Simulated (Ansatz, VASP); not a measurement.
# Al9H: VASP beside Ansatz

The input INCAR:

```
SYSTEM = Al9H
PREC = Accurate
ENCUT = 520
EDIFF = 1E-7
ISMEAR = 0
SIGMA = 0.1
LREAL = Auto
LASPH = .True.
NELM = 80
ALGO = Normal
ISIF = 2
LWAVE = .False.
LCHARG = .False.
LDIPOL = .True.
IDIPOL = 3
DIPOL = 0.5 0.5 0.304
GGA = PE
NBANDS = 44
```

Contents of KPOINTS:

```
Automatic mesh
0
Gamma
  5 3 1
  0 0 0
```

File POSCAR:

```
Al9H
1.0
    5.7070863109      0.0000000000      0.0000000000
   -1.4267715777      9.7014842373      0.0000000000
    0.0000000000      0.0000000000     22.7903703632
Al H
18 2
Direct
    0.2662216041      0.0648864163      0.1755127247
    0.7662216041      0.0648864163      0.1755127247
    0.3354806058      0.3419224231      0.2192029853
    0.8354806058      0.3419224231      0.2192029853
    0.1493324061      0.5973296244      0.2279410374
    0.6493324061      0.5973296244      0.2279410374
    0.4631842064      0.8527368258      0.2366790895
    0.9631842064      0.8527368258      0.2366790895
    0.0319772084      0.1277109167      0.2808262503
    0.5319772084      0.1277109167      0.2808262503
    0.0997917590      0.4042231279      0.3301071124
    0.5997917590      0.4042231279      0.3301071124
    0.4144000530      0.6596656505      0.3369822082
    0.9144000530      0.6596656505      0.3369822082
    0.2263076920      0.9110819249      0.3449259127
    0.7263076920      0.9110819249      0.3449259127
    0.2962427236      0.1814071990      0.3857054635
    0.7962427236      0.1814071990      0.3857054635
    0.4193609451      0.9110819249      0.4997887345
    0.5332544390      0.9110819249      0.4997887345
```

Input for Ansatz:

```yaml
crystal:
  lattice:
    - [5.7070863109, 0.0, 0.0]
    - [-1.4267715777, 9.7014842373, 0.0]
    - [0.0, 0.0, 22.7903703632]
  atoms:
    - { symbol: Al, position: [0.2662216041, 0.0648864163, 0.1755127247] }
    - { symbol: Al, position: [0.7662216041, 0.0648864163, 0.1755127247] }
    - { symbol: Al, position: [0.3354806058, 0.3419224231, 0.2192029853] }
    - { symbol: Al, position: [0.8354806058, 0.3419224231, 0.2192029853] }
    - { symbol: Al, position: [0.1493324061, 0.5973296244, 0.2279410374] }
    - { symbol: Al, position: [0.6493324061, 0.5973296244, 0.2279410374] }
    - { symbol: Al, position: [0.4631842064, 0.8527368258, 0.2366790895] }
    - { symbol: Al, position: [0.9631842064, 0.8527368258, 0.2366790895] }
    - { symbol: Al, position: [0.0319772084, 0.1277109167, 0.2808262503] }
    - { symbol: Al, position: [0.5319772084, 0.1277109167, 0.2808262503] }
    - { symbol: Al, position: [0.099791759, 0.4042231279, 0.3301071124] }
    - { symbol: Al, position: [0.599791759, 0.4042231279, 0.3301071124] }
    - { symbol: Al, position: [0.414400053, 0.6596656505, 0.3369822082] }
    - { symbol: Al, position: [0.914400053, 0.6596656505, 0.3369822082] }
    - { symbol: Al, position: [0.226307692, 0.9110819249, 0.3449259127] }
    - { symbol: Al, position: [0.726307692, 0.9110819249, 0.3449259127] }
    - { symbol: Al, position: [0.2962427236, 0.181407199, 0.3857054635] }
    - { symbol: Al, position: [0.7962427236, 0.181407199, 0.3857054635] }
    - { symbol: H, position: [0.4193609451, 0.9110819249, 0.4997887345] }
    - { symbol: H, position: [0.533254439, 0.9110819249, 0.4997887345] }
basis:
  ecutwfc: 420
kpoints:
  mp_grid: { grid: [5, 3, 1] }
hamiltonian:
  xc: pbe
  pseudopotentials: { kind: paw, azcp: { folder: soft_1 } }
scf:
  occupations: { method: gaussian, width: 0.1 }
output:
  forces: true
  eigenvalues: true
efield:
  axis: 3
  dipole_correction: true
  ramp_width: 0.04
```

Alike in both runs: task single point; functional PBE; k mesh 5 × 3 × 1; occupations gaussian, width 0.1 eV; no spin polarisation.

|  | VASP | Ansatz |
| --- | --- | --- |
| version | VASP 6.6.1 | Ansatz 0.2.0 |
| potentials or method | VASP PAW PBE potentials, release 64 (Al, H), cutoff 520 eV | scalar-relativistic, plane waves, PAW |
| valence electrons in the cell | 56 | 56 |

|  | VASP | Ansatz | Ansatz less VASP |
| --- | --- | --- | --- |
| gap on the k mesh at the Fermi level (eV) | none | none | - |
| rms of the force components (eV/Å) | 0.893 | 0.887 | -0.0060 |

Atom by atom the forces differ by 0.006 eV/Å (rms over components). A gap of «none» marks a metal or a gap that the smearing closes. With one functional, cell and mesh, what is left measures potentials, basis and numerics.
